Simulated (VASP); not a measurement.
# Cr (P6/mmm) in VASP: a series of runs

The runs below take Cr through single point, with BLYP.

All numbers are computed with VASP 6.6.1; they aren't measurements. Logs are shortened: lines on timing, memory, paths and dates and some standing lists are left out, and cuts for length are marked.

**1. The cell of the first run**

Symmetry: P6/mmm, No. 191, hexagonal system. Conventional cell: a = 4.111 Å, b = 4.111 Å, c = 2.210 Å, α = 90.00°, β = 90.00°, γ = 120.00°. Cr (site symmetry 6/mmm) has 14 Cr at 2.21 to 2.62 Å within 2.9 Å. Cr (site symmetry -6m2) has 11 Cr at 2.21 to 2.62 Å within 2.9 Å.

This isn't the form of Cr at room conditions, which is bcc.

**2. Single point, BLYP (10.79 Å³/atom)**

Contents of INCAR:

```
SYSTEM = Cr
AGGAC = 1.0
AGGAX = 1.0
ALDAC = 0.0
ALDAX = 1.0
ALGO = Normal
EDIFF = 1E-7
ENCUT = 520
GGA = B5
ISIF = 2
ISMEAR = -1
LASPH = .TRUE.
LCHARG = .FALSE.
LREAL = .FALSE.
LWAVE = .FALSE.
NBANDS = 25
NELM = 60
PREC = Accurate
SIGMA = 0.1
```

Contents of KPOINTS:

```
k-points
0
G
  10 10 15
  0 0 0
```

Contents of POSCAR:

```
Cr
1.0
    4.1114678927      0.0000000000      0.0000000000
   -2.0557339463      3.5606356419      0.0000000000
    0.0000000000      0.0000000000      2.2101855262
Cr
3
Direct
    1.0000000000      0.0000000000      0.0000000000
    0.3333333333      0.6666666667      0.5000000000
    0.6666666667      0.3333333333      0.5000000000
```

Potentials or basis: VASP PAW PBE potentials, release 64 (Cr_pv).

Launch:

```bash
$ cat potpaw_PBE.64/Cr_pv/POTCAR > POTCAR
$ mpirun -np 1 vasp_std > vasp.out
```

OUTCAR:

```text
SYSTEM = Cr
   EDIFF = 1E-7
   ENCUT = 520
   GGA = B5
   ISIF = 2
   ISMEAR = -1
   LASPH = .TRUE.
   LREAL = .FALSE.
   NELM = 60
   PREC = Accurate

 ion  position               nearest neighbor table
   1  0.000  0.000  0.000-   2 2.62   3 2.62   2 2.62   3 2.62   2 2.62   2 2.62   3 2.62   3 2.62
                             3 2.62   3 2.62   2 2.62   2 2.62
   2  0.333  0.667  0.500-   3 2.37   3 2.37   3 2.37   1 2.62   1 2.62   1 2.62   1 2.62   1 2.62
                             1 2.62
   3  0.667  0.333  0.500-   2 2.37   2 2.37   2 2.37   1 2.62   1 2.62   1 2.62   1 2.62   1 2.62
                             1 2.62

  LATTYP: Found a hexagonal cell.
 ALAT       =     4.1114678927
 C/A-ratio  =     0.5375660430

  Lattice vectors:

 A1 = (   4.1114678927,   0.0000000000,   0.0000000000)
 A2 = (  -2.0557339463,   3.5606356419,   0.0000000000)
 A3 = (   0.0000000000,   0.0000000000,   2.2101855262)

Analysis of symmetry for initial positions (statically):
=====================================================================
 Subroutine PRICEL returns:
 Original cell was already a primitive cell.

 Routine SETGRP: Setting up the symmetry group for a
 hexagonal supercell.

 Subroutine GETGRP returns: Found 24 space group operations
 (whereof 24 operations were pure point group operations)
 out of a pool of 24 trial point group operations.

The static configuration has the point symmetry D_6h.

Analysis of symmetry for dynamics (positions and initial velocities):
=====================================================================
 Subroutine PRICEL returns:
 Original cell was already a primitive cell.

 Routine SETGRP: Setting up the symmetry group for a
 hexagonal supercell.

 Subroutine GETGRP returns: Found 24 space group operations
 (whereof 24 operations were pure point group operations)
 out of a pool of 24 trial point group operations.

The dynamic configuration has the point symmetry D_6h.

 Subroutine INISYM returns: Found 24 space group operations
 (whereof 24 operations are pure point group operations),
 and found     1 'primitive' translations

----------------------------------------------------------------------------------------

                                     Primitive cell

  volume of cell :      32.3559

  direct lattice vectors                    reciprocal lattice vectors
     4.111467893  0.000000000  0.000000000     0.243222135  0.140424365  0.000000000
    -2.055733946  3.560635642  0.000000000     0.000000000  0.280848731  0.000000000
     0.000000000  0.000000000  2.210185526     0.000000000  0.000000000  0.452450705

  length of vectors
     4.111467893  4.111467893  2.210185526     0.280848731  0.280848731  0.452450705

  position of ions in fractional coordinates (direct lattice)
     0.000000000  0.000000000  0.000000000
     0.333333333  0.666666667  0.500000000
     0.666666667  0.333333333  0.500000000

  ion indices of the primitive-cell ions
   primitive index   ion index
                 1           1
                 2           2
                 3           3

----------------------------------------------------------------------------------------

 KPOINTS: k-points

Automatic generation of k-mesh.
 Grid dimensions read from file:
 generate k-points for:   10   10   15

 Generating k-lattice:

  Cartesian coordinates                     Fractional coordinates (reciprocal lattice)
     0.024322214  0.014042437  0.000000000     0.100000000  0.000000000  0.000000000
     0.000000000  0.028084873  0.000000000     0.000000000  0.100000000  0.000000000
     0.000000000  0.000000000  0.030163380     0.000000000  0.000000000  0.066666667

  Length of vectors
     0.028084873  0.028084873  0.030163380

  Shift w.r.t. Gamma in fractional coordinates (k-lattice)
     0.000000000  0.000000000  0.000000000

 Subroutine IBZKPT returns following result:
 ===========================================

 Found    112 irreducible k-points:

 Following reciprocal coordinates:
            Coordinates               Weight
  0.000000  0.000000  0.000000      1.000000
  0.100000 -0.000000  0.000000      6.000000
  0.200000 -0.000000  0.000000      6.000000
  0.300000 -0.000000  0.000000      6.000000
  0.400000 -0.000000  0.000000      6.000000
  0.500000 -0.000000  0.000000      3.000000
[... 16 lines left out ...]
  0.300000  0.100000  0.066667     24.000000
  0.400000  0.100000  0.066667     24.000000
 [... further k-points ...]
   k-points           NKPTS =    112   k-points in BZ     NKDIM =    112   number of bands    NBANDS=     25
   number of dos      NEDOS =    301   number of ions     NIONS =      3
   total plane-waves  NPLWV =  16384
   dimension x,y,z NGX =    32 NGY =   32 NGZ =   16
   dimension x,y,z NGXF=    64 NGYF=   64 NGZF=   32
   ions per type =               3
   NGX,Y,Z   is equivalent  to a cutoff of  12.94, 12.94, 12.03 a.u.
   NGXF,Y,Z  is equivalent  to a cutoff of  25.88, 25.88, 24.07 a.u.
 SYSTEM =  Cr
   PREC   = accura    normal or accurate (medium, high low for compatibility)
   ISTART =      0    job   : 0-new  1-cont  2-samecut
   ICHARG =      2    charge: 1-file 2-atom 10-const
   ISPIN  =      1    spin polarized calculation?
   LNONCOLLINEAR =      F non collinear calculations
   LSORBIT =      F    spin-orbit coupling
   LASPH  =      T    aspherical Exc in radial PAW
   ENCUT  =  520.0 eV  38.22 Ry    6.18 a.u.   7.64  7.64  4.11*2*pi/ulx,y,z
   NELM   =     60;   NELMIN=  2; NELMDL= -5     # of ELM steps
   EDIFF  = 0.1E-06   stopping-criterion for ELM
   LREAL  =      F    real-space projection
   EDIFFG = 0.1E-05   stopping-criterion for IOM
   NSW    =      0    number of steps for IOM
   IBRION =     -1    ionic relax: 0-MD 1-quasi-New 2-CG
   NFREE  =      0    steps in history (QN), initial steepest desc. (CG)
   ISIF   =      2    stress and relaxation
   ISYM   =      2    0-nonsym 1-usesym 2-fastsym
   POTIM  = 0.5000    time-step for ionic-motion
   TEBEG  =    0.0;   TEEND  =   0.0 temperature during run
   PSTRESS=    0.0 pullay stress
   NELECT =      36.0000    total number of electrons
   NUPDOWN=      -1.0000    fix difference up-down
   EMIN   =  10.00;   EMAX   =-10.00  energy-range for DOS
   EFERMI =   0.00;   METHOD = LEGACY
   ISMEAR =    -1;   SIGMA  =   0.10  broadening in eV -4-tet -1-fermi 0-gaus
   EFERMI_NEDOS =   21; number of points for ismear=-14 and -15
   IALGO  =     38    algorithm
   IMIX   =      4    mixing-type and parameters
     AMIX     =   0.40;   BMIX     =  1.00
     AMIX_MAG =   1.60;   BMIX_MAG =  1.00
  volume/ion in A,a.u.               =      10.79        72.78
  Fermi-wavevector in a.u.,A,eV,Ry     =   1.696386  3.205704 39.153819  2.877725
  Thomas-Fermi vector in A             =   2.777258
   LORBIT       =      0    0 simple, 1 ext, 2 COOP (PROOUT), +10 PAW based schemes
   GGA     = B5    functional components
   LHFCALC =     F    Hartree Fock is set to
   AEXX    =    0.0000 exact exchange contribution
   IVDW    =     0    specifies the selected vdW correction
   LEPSILON=     F    determine dielectric tensor
   LRPA    =     F    only Hartree local field effects (RPA)
 non-spin polarized calculation
  energy-cutoff  :      520.00
  volume of cell :       32.36
 maximum number of plane-waves:       890
 NGX is ok and might be reduce to    32
   NGX = 15   NGY = 15   NGZ =  9

 number of electron      36.0000000 magnetization

 Free energy of the ion-electron system (eV)
  ---------------------------------------------------
  ext. energy  EPLUGINS =         0.00000000
  ---------------------------------------------------
  free energy    TOTEN  =       -23.67994653 eV

  energy without entropy =      -23.53476225  energy(sigma->0) =      -23.60735439

 E-fermi :  12.4013     XC(G=0): -13.4547

 val. band max:       12.3983393741   @ k =   0.1000   0.1000   0.4667
 cond. band min:      12.4042246284   @ k =   0.2000   0.2000   0.2667
 fundamental gap:      0.0058852543
 Fermi energy:        12.4012946198

 k-point     1 :       0.0000    0.0000    0.0000
  band No.  band energies     occupation
      1     -30.6846      2.00000
      2     -30.6846      2.00000
      3     -30.6427      2.00000
      4     -30.6427      2.00000
      5     -29.9381      2.00000
      6     -29.9381      2.00000
[... 17 lines left out ...]
     24      15.3811      0.00000
     25      15.3811      0.00000

 k-point     2 :       0.1000   -0.0000    0.0000
  band No.  band energies     occupation
      1     -30.7638      2.00000
      2     -30.7483      2.00000
      3     -30.5577      2.00000
      4     -30.5481      2.00000
      5     -29.9702      2.00000
      6     -29.9433      2.00000
[... 17 lines left out ...]
     24      15.2997      0.00000
     25      15.3668      0.00000

 k-point     3 :       0.2000   -0.0000    0.0000
  band No.  band energies     occupation
      1     -30.8479      2.00000
      2     -30.7816      2.00000
      3     -30.4570      2.00000
      4     -30.4302      2.00000
      5     -30.0577      2.00000
      6     -29.9585      2.00000
[... 17 lines left out ...]
     24      15.0759      0.00000
     25      15.3233      0.00000

 k-point     4 :       0.3000   -0.0000    0.0000
  band No.  band energies     occupation
      1     -30.9133      2.00000
      2     -30.7592      2.00000
      3     -30.3664      2.00000
      4     -30.3529      2.00000
      5     -30.1610      2.00000
      6     -29.9820      2.00000
[... 17 lines left out ...]
     24      14.7826      0.00000
     25      15.2493      0.00000

 k-point     5 :       0.4000   -0.0000    0.0000
  band No.  band energies     occupation
      1     -30.9547      2.00000
      2     -30.6818      2.00000
      3     -30.4198      2.00000
      4     -30.2981      2.00000
      5     -30.1743      2.00000
      6     -30.0074      2.00000
[... 17 lines left out ...]
     24      14.8948      0.00000
     25      15.1007      0.00000

 k-point     6 :       0.5000   -0.0000    0.0000
  band No.  band energies     occupation
      1     -30.9689      2.00000
      2     -30.5754      2.00000
      3     -30.5430      2.00000
      4     -30.2709      2.00000
      5     -30.1585      2.00000
      6     -30.0199      2.00000
[... 17 lines left out ...]
     24      14.9456      0.00000
     25      14.9578      0.00000
[... 393 lines left out ...]
 k-point    21 :       0.1000    0.1000    0.0667
  band No.  band energies     occupation
      1     -30.7973      2.00000
      2     -30.7827      2.00000
      3     -30.4681      2.00000
      4     -30.4581      2.00000
      5     -30.0291      2.00000
      6     -29.9490      2.00000
[... 17 lines left out ...]
     24      14.9988      0.00000
     25      15.2057      0.00000

 k-point    22 :       0.2000    0.1000    0.0667
  band No.  band energies     occupation
      1     -30.8551      2.00000
      2     -30.7884      2.00000
      3     -30.3918      2.00000
      4     -30.3584      2.00000
      5     -30.1285      2.00000
      6     -29.9653      2.00000
[... 17 lines left out ...]
     24      14.7114      0.00000
     25      15.1410      0.00000

 k-point    23 :       0.3000    0.1000    0.0667
  band No.  band energies     occupation
      1     -30.9023      2.00000
      2     -30.7378      2.00000
      3     -30.3881      2.00000
      4     -30.2919      2.00000
      5     -30.1838      2.00000
      6     -29.9858      2.00000
[... 17 lines left out ...]
     24      14.7643      0.00000
     25      15.0387      0.00000

 k-point    24 :       0.4000    0.1000    0.0667
  band No.  band energies     occupation
      1     -30.9275      2.00000
      2     -30.6385      2.00000
      3     -30.5067      2.00000
      4     -30.2532      2.00000
      5     -30.1626      2.00000
      6     -30.0022      2.00000
[... 17 lines left out ...]
     24      14.9087      0.00000
     25      14.9876      0.00000

 [... further k-points ...]
[... 5 lines left out ...]
  --------------------------------------------------------------------------------------
  -------------------------------------------------------------------------------------
  Total        6.9896657      6.9896657      7.8838269      0.0000000      0.0000000      0.0000000
  in kB      346.1097376    346.1097376    390.3862338      0.0000000      0.0000000      0.0000000
  external PRESSURE =     360.8685697 kB  Pullay stress =       0.0000000 kB

 VOLUME and BASIS-vectors are now :
 -----------------------------------------------------------------------------
  energy-cutoff  :      520.00
  volume of cell :       32.36
      direct lattice vectors                 reciprocal lattice vectors
     4.111467893  0.000000000  0.000000000     0.243222135  0.140424365  0.000000000
    -2.055733946  3.560635642  0.000000000     0.000000000  0.280848731  0.000000000
     0.000000000  0.000000000  2.210185526     0.000000000  0.000000000  0.452450705

 POSITION                                       TOTAL-FORCE (eV/Angst)
 -----------------------------------------------------------------------------------
      0.00000      0.00000      0.00000         0.000000      0.000000      0.000000
     -0.00000      2.37376      1.10509         0.000000      0.000000      0.000000
      2.05573      1.18688      1.10509        -0.000000      0.000000     -0.000000
 -----------------------------------------------------------------------------------
    total drift:                               -0.000000      0.000000      0.000000

  FREE ENERGIE OF THE ION-ELECTRON SYSTEM (eV)
  ---------------------------------------------------
  free  energy   TOTEN  =       -23.6799465343 eV

  energy  without entropy=      -23.5347622511  energy(sigma->0) =      -23.60735439
```

Wall time 61 s (1 thread of Intel Xeon 6975P-C (Granite Rapids), shared host); peak memory 0.19 GiB.

Results:

- Free energy: -23.6799 eV
- Pressure: 36.1 GPa
- Band gap on the k mesh: zero (bands 18 and 19 overlap by 1.31 eV)

Caveat: the cell stands under pressure; the PAW data sets were made with another functional, which shifts forces and pressure a little; the run has no spin polarisation, though such a crystal can be magnetic. Spin polarisation is off, so any magnetic state and its effect on volume and gap are missing.

**3. Single point, BLYP (11.28 Å³/atom)**

This run uses another cell than the first one, of 11.28 Å³/atom.

Contents of INCAR:

```
SYSTEM = Cr
PREC = Accurate ; ENCUT = 520
EDIFF = 1E-7 ; ISMEAR = -1
SIGMA = 0.1 ; LREAL = .False.
LASPH = .True. ; NELM = 60
ALGO = Normal ; ISIF = 2
LWAVE = .False. ; LCHARG = .False.
GGA = B5 ; ALDAX = 1.0
AGGAX = 1.0 ; AGGAC = 1.0
ALDAC = 0.0 ; NBANDS = 25
```

Contents of KPOINTS:

```
Automatic mesh
0
Gamma
  10 10 15
  0 0 0
```

Contents of POSCAR:

```
Cr
1.0
    4.1728421335      0.0000000000      0.0000000000
   -2.0864210668      3.6137872936      0.0000000000
    0.0000000000      0.0000000000      2.2431782340
Cr
3
Direct
    1.0000000000      0.0000000000      0.0000000000
    0.3333333333      0.6666666667      0.5000000000
    0.6666666667      0.3333333333      0.5000000000
```

Potentials or basis: VASP PAW PBE potentials, release 64 (Cr_pv).

Launch:

```bash
$ cat potpaw_PBE.64/Cr_pv/POTCAR > POTCAR
$ mpirun -np 1 vasp_std > vasp.out
```

It took 66 s on 1 thread of Intel Xeon 6975P-C (Granite Rapids), shared host; peak memory 0.18 GiB.

The run converged. Its results:

```
Free energy            : -23.9423 eV
Pressure               : 21.4 GPa
Band gap on the k mesh : zero (bands 18 and 19 overlap by 1.16 eV)
```

Stress tensor (GPa, compression positive):
```
20.40  0.00  0.00
 0.00 20.40  0.00
 0.00  0.00 23.42
```

Levels at points of the mesh, in eV from the Fermi level:
| k point | band 14 | band 15 | band 16 | band 17 | band 18 | band 19 | band 20 | band 21 | band 22 | band 23 |
| --- | --- | --- | --- | --- | --- | --- | --- | --- | --- | --- |
| (0.00, 0.00, 0.00) | -2.17 | -2.10 | -2.10 | -2.04 | -0.41 | -0.41 | 1.41 | 1.41 | 1.48 | 1.48 |
| (0.50, 0.00, 0.00) | -2.62 | -2.11 | -1.97 | -1.76 | 0.75 | 0.83 | 1.40 | 1.55 | 1.63 | 1.83 |

Caveat: the cell stands under pressure; the PAW data sets were made with another functional, which shifts forces and pressure a little; the run has no spin polarisation, though such a crystal can be magnetic. Spin polarisation is off, so any magnetic state and its effect on volume and gap are missing.

**4. Single point, BLYP (11.77 Å³/atom)**

This run uses another cell than the first one, of 11.77 Å³/atom.

Contents of INCAR:

```
AGGAC = 1.0
AGGAX = 1.0
ALDAC = 0.0
ALDAX = 1.0
ALGO = Normal
EDIFF = 1E-6
ENCUT = 520
GGA = B5
ISIF = 2
ISMEAR = -1
LASPH = True
LCHARG = False
LREAL = False
LWAVE = False
NBANDS = 25
NELM = 80
PREC = Accurate
SIGMA = 0.1
```

Contents of KPOINTS:

```
k-points
0
Gamma
  10 10 15
```

Contents of POSCAR:

```
Cr
1.0
    4.2324622190      0.0000000000      0.0000000000
   -2.1162311095      3.6654198022      0.0000000000
    0.0000000000      0.0000000000      2.2752279674
Cr
3
Direct
    1.0000000000      0.0000000000      0.0000000000
    0.3333333333      0.6666666667      0.5000000000
    0.6666666667      0.3333333333      0.5000000000
```

Launch:

```bash
$ cat potpaw_PBE.64/Cr_pv/POTCAR > POTCAR
$ mpirun -np 1 vasp_std > vasp.out
```

Wall time 58 s (1 thread of Intel Xeon 6975P-C (Granite Rapids), shared host); peak memory 0.18 GiB.

Results (log left out):

```
Free energy            : -24.0833 eV
Pressure               : 9.6 GPa
Band gap on the k mesh : zero (bands 18 and 19 overlap by 1.04 eV)
```

Stress tensor (GPa, compression positive):
```
 9.01  0.00  0.00
 0.00  9.01  0.00
 0.00  0.00 10.88
```

Levels at points of the mesh, in eV from the Fermi level:
```
           k point  band 15  band 16  band 17  band 18  band 19  band 20  band 21  band 22
(0.00, 0.00, 0.00)    -2.01    -2.01    -1.93    -0.38    -0.38     1.35     1.35     1.41
(0.50, 0.00, 0.00)    -1.98    -1.87    -1.64     0.66     0.80     1.31     1.48     1.55
```

Caveat: the cell stands under pressure; the PAW data sets were made with another functional, which shifts forces and pressure a little; the run has no spin polarisation, though such a crystal can be magnetic. Spin polarisation is off, so any magnetic state and its effect on volume and gap are missing.

[end of part 1 of 2]
